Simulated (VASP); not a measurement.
The system is MgO.

```
Mg O
1.0
     2.62335    0.00000    0.00000
     0.00000    2.62335    0.00000
     0.00000    0.00000    2.62335
Mg O
1 1
Cartesian
  0.0000 0.0000 0.0000
  1.3117 1.3117 1.3117
```

Program: VASP 6.6.1. Alike in all runs: task single point; potentials or basis VASP PAW PBE potentials, release 64 (Mg, O); no spin polarisation; cell as given; cutoff (eV) 520.

Q: Order these runs on this cell by their band gap on the k mesh, lowest first.
A. level r2SCAN; k mesh 10 × 10 × 10; smearing gaussian 0.01 eV
B. level PBE; k mesh 10 × 10 × 10; smearing fermi-dirac 0.02 eV
C. level PBE0; k mesh 6 × 6 × 6; smearing gaussian 0.01 eV; grid for exact exchange (PRECFOCK) Normal; share of exact exchange 0.25
D. level HF; k mesh 6 × 6 × 6; smearing gaussian 0.01 eV; grid for exact exchange (PRECFOCK) Normal; share of exact exchange 1

A: B (2.62 eV), A (3.45 eV), C (4.90 eV), D (12.75 eV).

Caveats: the cell stands under tension (at least some runs).

A k mesh can miss the band edges.
